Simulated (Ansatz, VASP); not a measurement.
Rh in VASP and in Ansatz

```xyz
1
Lattice="0.0000 1.8901 1.8901 1.8901 0.0000 1.8901 1.8901 1.8901 0.0000" Properties=species:S:1:pos:R:3 pbc="T T T"
Rh    0.0000    0.0000    0.0000
```

Alike in both runs: task relaxation of cell and atoms; functional PBEsol; k mesh 20 × 20 × 20; occupations fermi-dirac, width 0.08 eV; no spin polarisation.

|  | VASP | Ansatz |
| --- | --- | --- |
| version | VASP 6.6.1 | Ansatz 0.2.0 |
| potentials or method | VASP PAW PBE potentials, release 64 (Rh_pv) | PAW with Ansatz's default frozen-core files, scalar-relativistic |
| plane-wave cutoff (eV) | 500 | 420 |
| valence electrons in the cell | 15 | 17 |

```tsv
	VASP	Ansatz	Ansatz less VASP
relaxed volume (Å³/atom)	13.50	13.51	+0.007
relaxed length of the cell vector where the two differ most in proportion (Å)	2.673	2.673	+0.0004
```

VASP's potentials were made for PBE, not for PBEsol. VASP's potentials hold 15 valence electrons a cell and Ansatz's 17, so a difference there can come from the potentials and not from the codes.

Noted on VASP's run: the relaxation stopped at its first step, so nothing moved.
